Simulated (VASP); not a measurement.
# Sn (P6_3/mmc) in VASP: a series of runs

Sn is run at these levels: PBE; tasks: single point.

All numbers are computed with VASP 6.6.1; they aren't measurements. Logs are shortened: lines on timing, memory, paths and dates and some standing lists are left out, and cuts for length are marked.

**1. The cell of the first run**

Symmetry: P6_3/mmc, No. 194, hexagonal system. Conventional cell: a = 3.433 Å, b = 3.433 Å, c = 5.432 Å, α = 90.00°, β = 90.00°, γ = 120.00°. Within 4.4 Å of Sn (site symmetry -6m2) lie 12 Sn at 3.36 to 3.43 Å.

This isn't the form of Sn at room conditions, which is tetragonal (white tin).

**2. Single point, PBE**

INCAR reads:

```
PREC     = Accurate       # precision mode
ENCUT    = 520            # plane-wave cutoff, eV
EDIFF    = 1E-6           # SCF threshold, eV
ISMEAR   = -1             # smearing method
SIGMA    = 0.05           # smearing width, eV
LREAL    = False          # projectors in reciprocal space
LASPH    = True           # aspherical terms in the spheres
NELM     = 80             # most SCF steps
ALGO     = Normal         # electronic algorithm
ISIF     = 2              # what is computed and relaxed
LWAVE    = False          # write WAVECAR
LCHARG   = True           # write CHGCAR
GGA      = PE             # functional
LELF     = True           # ELF
LVHAR    = True         
NBANDS   = 21             # bands
```

KPOINTS reads:

```
regular mesh
0
Gamma
  13 13 7
```

POSCAR reads:

```
Sn
1.0
    3.4331719196      0.0000000000      0.0000000000
   -1.7165859598      2.9732140979      0.0000000000
    0.0000000000      0.0000000000      5.4323907356
Sn
2
Direct
    0.3333333333      0.6666666667      0.2500000000
    0.6666666667      0.3333333333      0.7500000000
```

Potentials or basis: VASP PAW PBE potentials, release 64 (Sn_d).

Launch:

```bash
> cat potpaw_PBE.64/Sn_d/POTCAR > POTCAR
> mpirun -np 1 vasp_std > vasp.out
```

OUTCAR:

```text
PREC = Accurate
   ENCUT = 520
   EDIFF = 1E-6
   ISMEAR = -1
   LREAL = False
   LASPH = True
   NELM = 80
   ISIF = 2
   GGA = PE

 ion  position               nearest neighbor table
   1  0.333  0.667  0.250-   2 3.36   2 3.36   2 3.36   2 3.36   2 3.36   2 3.36
   2  0.667  0.333  0.750-   1 3.36   1 3.36   1 3.36   1 3.36   1 3.36   1 3.36

  LATTYP: Found a hexagonal cell.
 ALAT       =     3.4331719196
 C/A-ratio  =     1.5823241197

  Lattice vectors:

 A1 = (   3.4331719196,   0.0000000000,   0.0000000000)
 A2 = (  -1.7165859598,   2.9732140979,   0.0000000000)
 A3 = (   0.0000000000,   0.0000000000,   5.4323907356)

Analysis of symmetry for initial positions (statically):
=====================================================================
 Subroutine PRICEL returns:
 Original cell was already a primitive cell.

 Routine SETGRP: Setting up the symmetry group for a
 hexagonal supercell.

 Subroutine GETGRP returns: Found 24 space group operations
 (whereof 12 operations were pure point group operations)
 out of a pool of 24 trial point group operations.

The static configuration has the point symmetry D_3d.
 The point group associated with its full space group is D_6h.

Analysis of symmetry for dynamics (positions and initial velocities):
=====================================================================
 Subroutine PRICEL returns:
 Original cell was already a primitive cell.

 Routine SETGRP: Setting up the symmetry group for a
 hexagonal supercell.

 Subroutine GETGRP returns: Found 24 space group operations
 (whereof 12 operations were pure point group operations)
 out of a pool of 24 trial point group operations.

The dynamic configuration has the point symmetry D_3d.
 The point group associated with its full space group is D_6h.

 Subroutine INISYM returns: Found 24 space group operations
 (whereof 12 operations are pure point group operations),
 and found     1 'primitive' translations

----------------------------------------------------------------------------------------

                                     Primitive cell

  volume of cell :      55.4514

  direct lattice vectors                    reciprocal lattice vectors
     3.433171920  0.000000000  0.000000000     0.291275830  0.168168179  0.000000000
    -1.716585960  2.973214098  0.000000000     0.000000000  0.336336358  0.000000000
     0.000000000  0.000000000  5.432390736     0.000000000  0.000000000  0.184081015

  length of vectors
     3.433171920  3.433171920  5.432390736     0.336336358  0.336336358  0.184081015

  position of ions in fractional coordinates (direct lattice)
     0.333333333  0.666666667  0.250000000
     0.666666667  0.333333333  0.750000000

  ion indices of the primitive-cell ions
   primitive index   ion index
                 1           1
                 2           2

----------------------------------------------------------------------------------------

 KPOINTS: regular mesh

Automatic generation of k-mesh.
 Grid dimensions read from file:
 generate k-points for:   13   13    7

 Generating k-lattice:

  Cartesian coordinates                     Fractional coordinates (reciprocal lattice)
     0.022405833  0.012936014  0.000000000     0.076923077  0.000000000  0.000000000
     0.000000000  0.025872028  0.000000000     0.000000000  0.076923077  0.000000000
     0.000000000  0.000000000  0.026297288     0.000000000  0.000000000  0.142857143

  Length of vectors
     0.025872028  0.025872028  0.026297288

  Shift w.r.t. Gamma in fractional coordinates (k-lattice)
     0.000000000  0.000000000  0.000000000

 Subroutine IBZKPT returns following result:
 ===========================================

 Found     84 irreducible k-points:

 Following reciprocal coordinates:
            Coordinates               Weight
  0.000000  0.000000  0.000000      1.000000
  0.076923  0.000000  0.000000      6.000000
  0.153846 -0.000000  0.000000      6.000000
  0.230769  0.000000  0.000000      6.000000
  0.307692 -0.000000  0.000000      6.000000
  0.384615  0.000000  0.000000      6.000000
[... 16 lines left out ...]
  0.076923  0.000000  0.142857     12.000000
  0.153846 -0.000000  0.142857     12.000000
 [... further k-points ...]
   k-points           NKPTS =     84   k-points in BZ     NKDIM =     84   number of bands    NBANDS=     21
   number of dos      NEDOS =    301   number of ions     NIONS =      2
   total plane-waves  NPLWV =  31360
   dimension x,y,z NGX =    28 NGY =   28 NGZ =   40
   dimension x,y,z NGXF=    56 NGYF=   56 NGZF=   80
   ions per type =               2
   NGX,Y,Z   is equivalent  to a cutoff of  13.56, 13.56, 12.24 a.u.
   NGXF,Y,Z  is equivalent  to a cutoff of  27.12, 27.12, 24.48 a.u.
 SYSTEM =  unknown system
   PREC   = accura    normal or accurate (medium, high low for compatibility)
   ISTART =      0    job   : 0-new  1-cont  2-samecut
   ICHARG =      2    charge: 1-file 2-atom 10-const
   ISPIN  =      1    spin polarized calculation?
   LNONCOLLINEAR =      F non collinear calculations
   LSORBIT =      F    spin-orbit coupling
   LASPH  =      T    aspherical Exc in radial PAW
   ENCUT  =  520.0 eV  38.22 Ry    6.18 a.u.   6.38  6.38 10.10*2*pi/ulx,y,z
   NELM   =     80;   NELMIN=  2; NELMDL= -5     # of ELM steps
   EDIFF  = 0.1E-05   stopping-criterion for ELM
   LREAL  =      F    real-space projection
   EDIFFG = 0.1E-04   stopping-criterion for IOM
   NSW    =      0    number of steps for IOM
   IBRION =     -1    ionic relax: 0-MD 1-quasi-New 2-CG
   NFREE  =      0    steps in history (QN), initial steepest desc. (CG)
   ISIF   =      2    stress and relaxation
   ISYM   =      2    0-nonsym 1-usesym 2-fastsym
   POTIM  = 0.5000    time-step for ionic-motion
   TEBEG  =    0.0;   TEEND  =   0.0 temperature during run
   PSTRESS=    0.0 pullay stress
   NELECT =      28.0000    total number of electrons
   NUPDOWN=      -1.0000    fix difference up-down
   EMIN   =  10.00;   EMAX   =-10.00  energy-range for DOS
   EFERMI =   0.00;   METHOD = LEGACY
   ISMEAR =    -1;   SIGMA  =   0.05  broadening in eV -4-tet -1-fermi 0-gaus
   EFERMI_NEDOS =   21; number of points for ismear=-14 and -15
   IALGO  =     38    algorithm
   IMIX   =      4    mixing-type and parameters
     AMIX     =   0.40;   BMIX     =  1.00
     AMIX_MAG =   1.60;   BMIX_MAG =  1.00
  volume/ion in A,a.u.               =      27.73       187.10
  Fermi-wavevector in a.u.,A,eV,Ry     =   1.303637  2.463516 23.122677  1.699469
  Thomas-Fermi vector in A             =   2.434626
   LORBIT       =      0    0 simple, 1 ext, 2 COOP (PROOUT), +10 PAW based schemes
   GGA     = PE    functional components
[... 5 lines left out ...]
 non-spin polarized calculation
  energy-cutoff  :      520.00
  volume of cell :       55.45
 maximum number of plane-waves:      1517
 NGX is ok and might be reduce to    28
   NGX = 13   NGY = 13   NGZ = 21

 number of electron      28.0000003 magnetization

 Free energy of the ion-electron system (eV)
  ---------------------------------------------------
  ext. energy  EPLUGINS =         0.00000000
  ---------------------------------------------------
  free energy    TOTEN  =        -7.57048361 eV

  energy without entropy =       -7.56126968  energy(sigma->0) =       -7.56587665

 E-fermi :   7.8994     XC(G=0): -10.2735

 val. band max:        7.8917301053   @ k =   0.2308   0.1538   0.2857
 cond. band min:       7.9109544690   @ k =   0.2308   0.1538   0.1429
 fundamental gap:      0.0192243637
 Fermi energy:         7.8994165094

 k-point     1 :       0.0000    0.0000    0.0000
  band No.  band energies     occupation
      1     -13.6670      2.00000
      2     -13.6591      2.00000
      3     -13.6541      2.00000
      4     -13.6541      2.00000
      5     -13.6432      2.00000
      6     -13.6432      2.00000
[... 13 lines left out ...]
     20      17.4007      0.00000
     21      19.4436      0.00000

 k-point     2 :       0.0769    0.0000    0.0000
  band No.  band energies     occupation
      1     -13.6699      2.00000
      2     -13.6627      2.00000
      3     -13.6474      2.00000
      4     -13.6453      2.00000
      5     -13.6393      2.00000
      6     -13.6365      2.00000
[... 13 lines left out ...]
     20      17.5771      0.00000
     21      19.3262      0.00000

 k-point     3 :       0.1538   -0.0000    0.0000
  band No.  band energies     occupation
      1     -13.6837      2.00000
      2     -13.6567      2.00000
      3     -13.6431      2.00000
      4     -13.6423      2.00000
      5     -13.6386      2.00000
      6     -13.6289      2.00000
[... 13 lines left out ...]
     20      18.3365      0.00000
     21      18.6128      0.00000

 k-point     4 :       0.2308    0.0000    0.0000
  band No.  band energies     occupation
      1     -13.7001      2.00000
      2     -13.6552      2.00000
      3     -13.6518      2.00000
      4     -13.6512      2.00000
      5     -13.6303      2.00000
      6     -13.6028      2.00000
[... 13 lines left out ...]
     20      17.6130      0.00000
     21      18.7871      0.00000

 k-point     5 :       0.3077   -0.0000    0.0000
  band No.  band energies     occupation
      1     -13.7159      2.00000
      2     -13.6691      2.00000
      3     -13.6613      2.00000
      4     -13.6516      2.00000
      5     -13.6164      2.00000
      6     -13.5756      2.00000
[... 13 lines left out ...]
     20      17.0516      0.00000
     21      18.5211      0.00000
[... 382 lines left out ...]
     20      20.5204      0.00000
     21      20.7802      0.00000

 k-point    22 :       0.0000    0.0000    0.1429
  band No.  band energies     occupation
      1     -13.6663      2.00000
      2     -13.6615      2.00000
      3     -13.6615      2.00000
      4     -13.6592      2.00000
      5     -13.6462      2.00000
      6     -13.6462      2.00000
[... 13 lines left out ...]
     20      17.5547      0.00000
     21      19.0682      0.00000

 k-point    23 :       0.0769    0.0000    0.1429
  band No.  band energies     occupation
      1     -13.6704      2.00000
      2     -13.6625      2.00000
      3     -13.6566      2.00000
      4     -13.6553      2.00000
      5     -13.6421      2.00000
      6     -13.6396      2.00000
[... 13 lines left out ...]
     20      17.5926      0.00000
     21      18.9147      0.00000

 k-point    24 :       0.1538   -0.0000    0.1429
  band No.  band energies     occupation
      1     -13.6834      2.00000
      2     -13.6575      2.00000
      3     -13.6549      2.00000
      4     -13.6480      2.00000
      5     -13.6337      2.00000
      6     -13.6214      2.00000
[... 13 lines left out ...]
     20      17.9954      0.00000
     21      18.1145      0.00000

 [... further k-points ...]
[... 5 lines left out ...]
  --------------------------------------------------------------------------------------
  -------------------------------------------------------------------------------------
  Total       -0.0226207     -0.0226207     -0.0189867      0.0000000      0.0000000      0.0000000
  in kB       -0.6535868     -0.6535868     -0.5485899      0.0000000      0.0000000      0.0000000
  external PRESSURE =      -0.6185878 kB  Pullay stress =       0.0000000 kB

 VOLUME and BASIS-vectors are now :
 -----------------------------------------------------------------------------
  energy-cutoff  :      520.00
  volume of cell :       55.45
      direct lattice vectors                 reciprocal lattice vectors
     3.433171920  0.000000000  0.000000000     0.291275830  0.168168179  0.000000000
    -1.716585960  2.973214098  0.000000000     0.000000000  0.336336358  0.000000000
     0.000000000  0.000000000  5.432390736     0.000000000  0.000000000  0.184081015

 POSITION                                       TOTAL-FORCE (eV/Angst)
 -----------------------------------------------------------------------------------
     -0.00000      1.98214      1.35810        -0.000000     -0.000000      0.000000
      1.71659      0.99107      4.07429         0.000000      0.000000     -0.000000
 -----------------------------------------------------------------------------------
    total drift:                               -0.000000      0.000000      0.000000

  FREE ENERGIE OF THE ION-ELECTRON SYSTEM (eV)
  ---------------------------------------------------
  free  energy   TOTEN  =        -7.5704836141 eV

  energy  without entropy=       -7.5612696800  energy(sigma->0) =       -7.56587665
```

Wall time 54 s (1 thread of Intel Xeon Platinum 8488C (Sapphire Rapids), shared host); peak memory 0.22 GiB.

What came out:

```yaml
Free_energy: -7.5705 eV
Pressure: -0.1 GPa
Band_gap_on_the_k_mesh: zero (bands 14 and 15 overlap by 7.26 eV)
```

Levels at points of the mesh, in eV from the Fermi level:
```csv
k point,band 11,band 12,band 13,band 14,band 15,band 16,band 17,band 18
"(0.00, 0.00, 0.00)",-11.00,-6.45,-4.45,5.23,5.23,7.05,7.05,8.19
```

Caveat: spin-orbit coupling is left out, which moves the levels of the heavy elements.

**3. Single point, PBE (27.73 Å³/atom)**

INCAR reads:

```
SYSTEM = Sn
PREC = Accurate
ENCUT = 520
EDIFF = 1E-6
ISMEAR = -1
SIGMA = 0.05
LREAL = .FALSE.
LASPH = .TRUE.
NELM = 60
ALGO = Normal
ISIF = 2
LWAVE = .FALSE.
LCHARG = .TRUE.
GGA = PE
LELF = .TRUE.
LVHAR = .TRUE.
NBANDS = 21
```

KPOINTS reads:

```
Automatic mesh
0
G
  13 13 7
  0 0 0
```

POSCAR reads:

```
Sn
1.0
    3.4331719240      0.0000000000      0.0000000000
   -1.7165859620      2.9732141018      0.0000000000
    0.0000000000      0.0000000000      5.4323907426
Sn
2
Direct
    0.3333333333      0.6666666667      0.2500000000
    0.6666666667      0.3333333333      0.7500000000
```

Potentials or basis: VASP PAW PBE potentials, release 64 (Sn_d).

Launch:

```bash
> cat potpaw_PBE.64/Sn_d/POTCAR > POTCAR
> mpirun -np 1 vasp_std > vasp.out
```

OUTCAR:

```text
SYSTEM = Sn
   PREC = Accurate
   ENCUT = 520
   EDIFF = 1E-6
   ISMEAR = -1
   LREAL = .FALSE.
   LASPH = .TRUE.
   NELM = 60
   ISIF = 2
   GGA = PE

 ion  position               nearest neighbor table
   1  0.333  0.667  0.250-   2 3.36   2 3.36   2 3.36   2 3.36   2 3.36   2 3.36
   2  0.667  0.333  0.750-   1 3.36   1 3.36   1 3.36   1 3.36   1 3.36   1 3.36

  LATTYP: Found a hexagonal cell.
 ALAT       =     3.4331719240
 C/A-ratio  =     1.5823241198

  Lattice vectors:
[... 190 lines left out ...]
      1     -13.6670      2.00000
      2     -13.6591      2.00000
      3     -13.6541      2.00000
      4     -13.6541      2.00000
      5     -13.6432      2.00000
      6     -13.6432      2.00000
[... 565 lines left out ...]
     20      17.9954      0.00000
     21      18.1145      0.00000

 [... further k-points ...]
[... 5 lines left out ...]
  --------------------------------------------------------------------------------------
  -------------------------------------------------------------------------------------
  Total       -0.0226207     -0.0226207     -0.0189866      0.0000000      0.0000000     -0.0000000
  in kB       -0.6535872     -0.6535872     -0.5485878      0.0000000      0.0000000     -0.0000000
  external PRESSURE =      -0.6185874 kB  Pullay stress =       0.0000000 kB

 VOLUME and BASIS-vectors are now :
 -----------------------------------------------------------------------------
  energy-cutoff  :      520.00
  volume of cell :       55.45
      direct lattice vectors                 reciprocal lattice vectors
     3.433171924  0.000000000  0.000000000     0.291275830  0.168168179  0.000000000
    -1.716585962  2.973214102  0.000000000     0.000000000  0.336336357  0.000000000
     0.000000000  0.000000000  5.432390743     0.000000000  0.000000000  0.184081015

 POSITION                                       TOTAL-FORCE (eV/Angst)
 -----------------------------------------------------------------------------------
     -0.00000      1.98214      1.35810         0.000000     -0.000000     -0.000000
      1.71659      0.99107      4.07429        -0.000000      0.000000      0.000000
 -----------------------------------------------------------------------------------
    total drift:                               -0.000000      0.000000      0.000000

  FREE ENERGIE OF THE ION-ELECTRON SYSTEM (eV)
  ---------------------------------------------------
  free  energy   TOTEN  =        -7.5704836147 eV

  energy  without entropy=       -7.5612696806  energy(sigma->0) =       -7.56587665
```

stdout:

```text
POSCAR found type information on POSCAR Sn
 POSCAR found :  1 types and       2 ions
 scaLAPACK will be used
 LDA part: xc-table for (Slater+PW92), standard interpolation
 POSCAR, INCAR and KPOINTS ok, starting setup
 FFT: planning ... GRIDC
 FFT: planning ... GRID_SOFT
 FFT: planning ... GRID
 WAVECAR not read
 entering main loop
```

It took 34 s on 1 thread of Intel Xeon 6975P-C (Granite Rapids), shared host; peak memory 0.22 GiB.

Results:

```yaml
Free_energy: -7.5705 eV
Pressure: -0.1 GPa
Band_gap_on_the_k_mesh: zero (bands 14 and 15 overlap by 7.26 eV)
```

Caveat: spin-orbit coupling is left out, which moves the levels of the heavy elements.
